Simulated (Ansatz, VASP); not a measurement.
One calculation of LiSb2, two programs

```
Li Sb
1.0
    -2.04778    2.04778    4.84821
     2.04778   -2.04778    4.84821
     2.04778    2.04778   -4.84821
Li Sb
1 2
Direct
  0.50000 0.50000 0.00000
  0.19737 0.19737 0.00000
  0.80263 0.80263 0.00000
```

Alike in both runs: functional PBE; k mesh 16 × 16 × 16; occupations gaussian, width 0.1 eV; no spin polarisation.

Ansatz relaxed the structure, and its values are those at the end. VASP's run is a single point on that final structure, the one shown.

```csv
,VASP,Ansatz
version,VASP 6.6.1,Ansatz 0.2.0
potentials or method,"VASP PAW PBE potentials, release 64 (Li_sv, Sb), cutoff 520 eV","scalar-relativistic, plane waves, PAW"
valence electrons in the cell,13,33
```

```tsv
	VASP	Ansatz	Ansatz less VASP
gap on the k mesh at the Fermi level (eV)	none	none	-
rms of the force components (eV/Å)	0.001	0.003	+0.0019
```

A gap of «none» marks a metal or a gap that the smearing closes. The functional is the same, so the differences come from potentials, cutoffs and numerics. VASP's potentials hold 13 valence electrons a cell and Ansatz's 33, so a difference there can come from the potentials and not from the codes.

Neither program's run includes spin-orbit coupling. Noted on VASP's run: the cutoff is under 1.25 times that of the potentials, so the pressure is a little rough.
